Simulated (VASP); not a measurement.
# Cd36S36O (a cell with a defect) in VASP: notebook

The runs below take Cd36S36O (a cell with a defect) through single point, with PBE.

Program: VASP 6.6.1. These are calculated values, not measurements. Logs are shortened: lines on timing, memory, paths and dates and some standing lists are left out, and cuts for length are marked.

## 1. The cell of the first run

The cell holds a defect, 73 atoms: a = 12.492 Å, b = 12.492 Å, c = 13.535 Å, α = 90.00°, β = 90.00°, γ = 120.00°.

## 2. Single point, PBE

INCAR

```
SYSTEM = Cd36S36O
PREC     = Accurate       ! precision mode
ENCUT    = 520            ! plane-wave cutoff, eV
EDIFF    = 1E-6           ! SCF threshold, eV
ISMEAR   = -1             ! smearing method
SIGMA    = 0.01           ! smearing width, eV
LREAL    = Auto         
LASPH    = .True.         ! aspherical terms in the spheres
NELM     = 120            ! most SCF steps
ALGO     = Normal         ! electronic algorithm
ISIF     = 2              ! what is computed and relaxed
LWAVE    = .False.        ! write WAVECAR
LCHARG   = .False.        ! write CHGCAR
GGA      = PE             ! functional
NBANDS   = 369            ! bands
NELECT   = 656.0        
GGA_COMPAT= .False.      
ISYM     = -1           
KPAR     = 1
```

KPOINTS

```
explicit points
1
Reciprocal
  0.25000000   0.25000000   0.25000000 1
```

POSCAR

```
Cd36S36O
1.0
   12.4916763700     -0.0000000900      0.0000000000
   -6.2458381100     10.8181091200      0.0000000000
    0.0000000000      0.0000000000     13.5350132800
Cd S O
36 36 1
Direct
    0.2207181225      0.1128545669      0.2574000430
    0.1104255549      0.2239501361     -0.0037649760
    0.2266750379      0.1073977908      0.7462010410
    0.1095140137      0.2243944836      0.5024799651
    0.2266320059      0.4461621682      0.2452689873
    0.1095431944      0.5537915123     -0.0033496827
    0.2216576610      0.4436771682      0.7531340228
    0.1094941108      0.5536622845      0.5021454992
    0.2208950642      0.7738872780      0.2571536450
    0.1311642927      0.8991881949      0.0117852119
    0.2260649020      0.7841778010      0.7458396081
    0.1067945145      0.8877534792      0.5059946273
    0.5599139672      0.1128231410      0.2572363195
    0.4340288354      0.2017728805      0.0121959984
    0.5496153336      0.1079697974      0.7459160025
    0.4461753574      0.2272148499      0.5059418013
    0.5582481099      0.4486825744      0.2442483751
    0.4710318741      0.5699546912     -0.0184511825
    0.5716787288      0.4761687088      0.7670040498
    0.4443851436      0.5567746612      0.4974537417
    0.5576545897      0.7758740420      0.2443992430
    0.4335522886      0.9000217072      0.0108664097
    0.5725638482      0.7612796248      0.7668506698
    0.4458054895      0.8880246015      0.5061649263
    0.8877964372      0.1074952256      0.2453970256
    0.7798243200      0.2244182457     -0.0033120765
    0.8901919429      0.1121384585      0.7531363131
    0.7801646467      0.2243641697      0.5021891637
    0.8874664633      0.4464007551      0.2456846500
    0.7635119794      0.5699873241     -0.0187374031
    0.8901419575      0.4436842915      0.7528811231
    0.7771436923      0.5566510749      0.4978976275
    0.8851408566      0.7754126887      0.2444750464
    0.7647394370      0.8645682868     -0.0173001677
    0.8574690834      0.7618412780      0.7667351916
    0.7770156200      0.8894254960      0.4974793050
    0.2218956386      0.1119716030      0.4449671290
    0.1117181896      0.2221153423      0.1869683426
    0.2218437157      0.1116410462      0.9374944625
    0.1120797946      0.2217437432      0.6905694000
    0.2213030873      0.4445702078      0.4349361821
    0.1115167855      0.5558971483      0.1873028824
    0.2297164592      0.4488402702      0.9409949393
    0.1119319273      0.5562154110      0.6902738702
    0.2217711176      0.7779383556      0.4447290058
    0.1147057084      0.8906491794      0.1981137325
    0.2210977783      0.7767186416      0.9371336206
    0.0997324921      0.8828352444      0.6930301290
    0.5558880447      0.1120612703      0.4448056219
    0.4430186940      0.2188966679      0.1983978105
    0.5569837266      0.1125481391      0.9371717439
    0.4511745363      0.2344576129      0.6930094420
    0.5555056205      0.4454490148      0.4341125404
    0.4460079234      0.5565353403      0.1796409763
    0.5400374395      0.4156683020      0.9498917906
    0.4370079363      0.5519739146      0.6828273315
    0.5552664005      0.7785736820      0.4340800322
    0.4428619076      0.8908702929      0.1974257391
    0.5416115216      0.7931839986      0.9491367119
    0.4504698396      0.8835665211      0.6930428368
    0.8892563831      0.1125176375      0.4350682100
    0.7778668756      0.2223056768      0.1873436655
    0.8854248991      0.1048183252      0.9410311417
    0.7776057427      0.2218175139      0.6903142100
    0.8890490844      0.4447642399      0.4353075153
    0.7776099368      0.5562144921      0.1796389815
    0.8851505320      0.4487689138      0.9407067977
    0.7819492026      0.5517810926      0.6832749853
    0.8884628272      0.7783716162      0.4342874202
    0.7773537983      0.8879088724      0.1800950579
    0.9171666272      0.7935691892      0.9495059764
    0.7819556565      0.8966559648      0.6829731755
    0.6663314714      0.6655670580     -0.1454121218
```

Potentials or basis: VASP PAW PBE potentials, release 64 (Cd, S, O).

Started as:

```
cat potpaw_PBE.64/Cd/POTCAR potpaw_PBE.64/S/POTCAR potpaw_PBE.64/O/POTCAR > POTCAR
mpirun -np 4 vasp_std > vasp.out
```

OUTCAR:

```text
SYSTEM = Cd36S36O
   PREC = Accurate
   ENCUT = 520
   EDIFF = 1E-6
   ISMEAR = -1
   LREAL = Auto
   LASPH = .True.
   NELM = 120
   ISIF = 2
   GGA = PE
   NELECT = 656.0
   ISYM = -1

 ion  position               nearest neighbor table
   1  0.221  0.113  0.257-  50 2.53  46 2.54  37 2.54  38 2.55
   2  0.110  0.224  0.996-  43 2.55  63 2.55  39 2.55  38 2.58
   3  0.227  0.107  0.746-  52 2.54  48 2.54  40 2.59  39 2.59
   4  0.110  0.224  0.502-  40 2.55  41 2.55  61 2.55  37 2.55
   5  0.227  0.446  0.245-  54 2.53  38 2.55  42 2.56  41 2.57
   6  0.110  0.554  0.997-  47 2.54  67 2.54  43 2.55  42 2.58
   7  0.222  0.444  0.753-  56 2.52  43 2.54  40 2.55  44 2.55
   8  0.109  0.554  0.502-  44 2.55  45 2.55  65 2.55  41 2.56
   9  0.221  0.774  0.257-  58 2.53  45 2.54  42 2.54  46 2.54
  10  0.131  0.899  0.012-  71 2.46  39 2.52  47 2.52  46 2.53  22 3.77  14 3.78
  11  0.226  0.784  0.746-  60 2.54  48 2.54  44 2.58  47 2.59
  12  0.107  0.888  0.506-  48 2.53  69 2.55  37 2.56  45 2.57
  13  0.560  0.113  0.257-  58 2.54  49 2.54  62 2.54  50 2.54
  14  0.434  0.202  0.012-  55 2.46  39 2.52  51 2.52  50 2.53  22 3.77  10 3.78
  15  0.550  0.108  0.746-  60 2.54  52 2.54  64 2.58  51 2.59
  16  0.446  0.227  0.506-  52 2.53  53 2.55  37 2.56  49 2.57
  17  0.558  0.449  0.244-  66 2.53  54 2.54  50 2.56  53 2.57
[... 59 lines left out ...]
  71  0.917  0.794  0.950-  10 2.46  34 2.51  30 2.51  35 2.56
  72  0.782  0.897  0.683-  36 2.51  27 2.52  23 2.56  35 2.57
  73  0.666  0.666  0.855-  19 2.37  23 2.37  35 2.39  30 2.70  18 2.72  34 2.76

IMPORTANT INFORMATION: All symmetrisations will be switched off!
NOSYMM: (Re-)initialisation of all symmetry stuff for point group C_1.

----------------------------------------------------------------------------------------

                                     Primitive cell

  volume of cell :    1829.0719

  direct lattice vectors                    reciprocal lattice vectors
    12.491676370 -0.000000090  0.000000000     0.080053307  0.046218798  0.000000000
    -6.245838110 10.818109120  0.000000000     0.000000001  0.092437596  0.000000000
     0.000000000  0.000000000 13.535013280     0.000000000  0.000000000  0.073882454

  length of vectors
    12.491676370 12.491676374 13.535013280     0.092437596  0.092437596  0.073882454

  position of ions in fractional coordinates (direct lattice)
     0.220718123  0.112854567  0.257400043
     0.110425555  0.223950136  0.996235024
     0.226675038  0.107397791  0.746201041
     0.109514014  0.224394484  0.502479965
     0.226632006  0.446162168  0.245268987
     0.109543194  0.553791512  0.996650317
[... 65 lines left out ...]
     0.781955657  0.896655965  0.682973176
     0.666331471  0.665567058  0.854587878

  ion indices of the primitive-cell ions
[... 112 lines left out ...]
   POTIM  = 0.5000    time-step for ionic-motion
   TEBEG  =    0.0;   TEEND  =   0.0 temperature during run
   PSTRESS=    0.0 pullay stress
   NELECT =     656.0000    total number of electrons
   NUPDOWN=      -1.0000    fix difference up-down
   EMIN   =  10.00;   EMAX   =-10.00  energy-range for DOS
   EFERMI =   0.00;   METHOD = LEGACY
   ISMEAR =    -1;   SIGMA  =   0.01  broadening in eV -4-tet -1-fermi 0-gaus
   EFERMI_NEDOS =   21; number of points for ismear=-14 and -15
   IALGO  =     38    algorithm
   IMIX   =      4    mixing-type and parameters
     AMIX     =   0.40;   BMIX     =  1.00
     AMIX_MAG =   1.60;   BMIX_MAG =  1.00
  volume/ion in A,a.u.               =      25.06       169.08
  Fermi-wavevector in a.u.,A,eV,Ry     =   1.163141  2.198019 18.407294  1.352898
  Thomas-Fermi vector in A             =   2.299695
   LORBIT       =      0    0 simple, 1 ext, 2 COOP (PROOUT), +10 PAW based schemes
   GGA     = PE    functional components
   LHFCALC =     F    Hartree Fock is set to
   AEXX    =    0.0000 exact exchange contribution
   IVDW    =     0    specifies the selected vdW correction
   LEPSILON=     F    determine dielectric tensor
   LRPA    =     F    only Hartree local field effects (RPA)
 non-spin polarized calculation
  energy-cutoff  :      520.00
  volume of cell :     1829.07
 maximum number of plane-waves:     49221
 NGX is ok and might be reduce to    96
   NGX = 47   NGY = 47   NGZ = 51

 number of electron     655.9999997 magnetization

 Free energy of the ion-electron system (eV)
  ---------------------------------------------------
  ext. energy  EPLUGINS =         0.00000000
  ---------------------------------------------------
  free energy    TOTEN  =      -221.37026066 eV

  energy without entropy =     -221.37026066  energy(sigma->0) =     -221.37026066

 E-fermi :   1.9708     XC(G=0):  -9.1041

 val. band max:        1.6908231793   @ k =   0.2500   0.2500   0.2500
 cond. band min:       3.4006009738   @ k =   0.2500   0.2500   0.2500
 fundamental gap:      1.7097777945
 Fermi energy:         1.9707599001

 k-point     1 :       0.2500    0.2500    0.2500
  band No.  band energies     occupation
      1     -13.7641      2.00000
      2     -11.0699      2.00000
      3     -11.0037      2.00000
      4     -10.9590      2.00000
      5     -10.9219      2.00000
      6     -10.8735      2.00000
[... 332 lines left out ...]
    339       4.7927      0.00000
    340       4.8104      0.00000
 [bands above 340 left out]

------------------------ aborting loop because EDIFF is reached ----------------------------------------

  FORCE on cell =-STRESS in cart. coord.  units (eV):
  Direction    XX          YY          ZZ          XY          YZ          ZX
  --------------------------------------------------------------------------------------
  -------------------------------------------------------------------------------------
  Total       32.4878253     30.2421555     33.3684702     -2.1681014     -0.0513347      0.0691883
  in kB       28.4577433     26.4906466     29.2291451     -1.8991506     -0.0449667      0.0606056
  external PRESSURE =      28.0591783 kB  Pullay stress =       0.0000000 kB

 VOLUME and BASIS-vectors are now :
 -----------------------------------------------------------------------------
  energy-cutoff  :      520.00
  volume of cell :     1829.07
      direct lattice vectors                 reciprocal lattice vectors
    12.491676370 -0.000000090  0.000000000     0.080053307  0.046218798  0.000000000
    -6.245838110 10.818109120  0.000000000     0.000000001  0.092437596  0.000000000
     0.000000000  0.000000000 13.535013280     0.000000000  0.000000000  0.073882454

 POSITION                                       TOTAL-FORCE (eV/Angst)
 -----------------------------------------------------------------------------------
      2.05227      1.22087      3.48391        -0.001902      0.002016      0.025458
     -0.01936      2.42272     13.48405         0.008228     -0.002308      0.004746
      2.16076      1.16184     10.09984         0.017441     -0.012741     -0.020981
     -0.03352      2.42752      6.80107         0.002138     -0.001247      0.001265
      0.04436      4.82663      3.31972        -0.007506     -0.003934      0.002157
     -2.09051      5.99098     13.48968        -0.001122      0.012979      0.002123
[... 65 lines left out ...]
      4.16757      9.70012      9.24405         0.000098      0.054367     -0.051907
      4.16657      7.20018     11.56686         0.006876      0.011665     -0.336665
 -----------------------------------------------------------------------------------
    total drift:                                0.005123     -0.009174     -0.016674

  FREE ENERGIE OF THE ION-ELECTRON SYSTEM (eV)
  ---------------------------------------------------
  free  energy   TOTEN  =      -221.3702606576 eV

  energy  without entropy=     -221.3702606576  energy(sigma->0) =     -221.37026066
```

Wall time 5.8 min (4 MPI ranks of Intel Xeon 6975P-C (Granite Rapids), shared host); peak memory 0.76 GiB.

Results:

```
Free energy   : -221.3703 eV
Largest force : 0.337 eV/Å
```

Forces on the atoms (eV/Å):
```
Cd  -0.002  0.002  0.025
Cd   0.008 -0.002  0.005
Cd   0.017 -0.013 -0.021
Cd   0.002 -0.001  0.001
Cd  -0.008 -0.004  0.002
Cd  -0.001  0.013  0.002
Cd  -0.014 -0.007 -0.017
Cd   0.000  0.003  0.002
Cd   0.000 -0.002  0.023
Cd  -0.012 -0.002  0.007
Cd  -0.003  0.024 -0.016
Cd  -0.006 -0.004  0.050
Cd   0.002  0.001  0.023
Cd  -0.002  0.014  0.006
Cd  -0.022 -0.010 -0.017
Cd   0.000  0.007  0.048
Cd   0.000 -0.008  0.008
Cd  -0.056 -0.041  0.023
Cd  -0.002  0.088  0.005
Cd  -0.006 -0.002 -0.030
Cd  -0.005  0.004  0.007
Cd   0.022 -0.011  0.007
Cd   0.082 -0.047  0.007
Cd   0.005 -0.003  0.046
Cd  -0.001  0.007  0.004
Cd  -0.011 -0.004  0.003
Cd  -0.001  0.017 -0.018
Cd  -0.003 -0.001  0.002
Cd   0.008 -0.005  0.002
Cd   0.065 -0.042  0.030
Cd   0.013 -0.007 -0.018
Cd   0.004 -0.002 -0.030
Cd   0.006  0.005  0.008
Cd   0.005  0.074  0.028
Cd  -0.091 -0.051  0.018
Cd   0.000  0.004 -0.029
S    0.009 -0.005  0.024
S    0.007 -0.004 -0.002
S    0.005 -0.004 -0.008
S    0.012 -0.005  0.005
S   -0.010 -0.004 -0.017
S    0.000  0.007 -0.003
S   -0.008 -0.002  0.000
S    0.000  0.012  0.004
S    0.000  0.010  0.022
S    0.002  0.000  0.013
S    0.002  0.007 -0.009
S   -0.066 -0.037  0.056
S   -0.010 -0.006  0.023
S    0.001 -0.002  0.015
S   -0.006 -0.007 -0.008
S   -0.002  0.068  0.055
S   -0.001 -0.007 -0.009
S    0.000 -0.003 -0.013
S    0.001  0.027  0.050
S   -0.045 -0.028 -0.053
S   -0.007  0.004 -0.009
S    0.000  0.000  0.010
S    0.045 -0.019  0.048
S    0.055 -0.033  0.054
S   -0.001  0.011 -0.016
S   -0.006 -0.003 -0.003
S   -0.001  0.018 -0.001
S   -0.010 -0.005  0.005
S    0.007 -0.005 -0.015
S    0.005 -0.003 -0.017
S    0.001  0.001 -0.002
S    0.044 -0.028 -0.048
S    0.007  0.003 -0.009
S    0.002  0.004 -0.003
S   -0.036 -0.018  0.051
S    0.000  0.054 -0.052
O    0.007  0.012 -0.337
```

Levels at points of the mesh, in eV from the Fermi level:
```csv
k point,band 325,band 326,band 327,band 328,band 329,band 330,band 331,band 332
"(0.25, 0.25, 0.25)",-1.01,-0.43,-0.37,-0.28,1.43,1.97,2.02,2.23
```

Caveat: the cell carries a net charge on a neutralising background, which shifts energy and pressure; the cell is charged against a uniform background, so pressure and absolute levels hang on convention.

(Continued in part 2 of 2.)
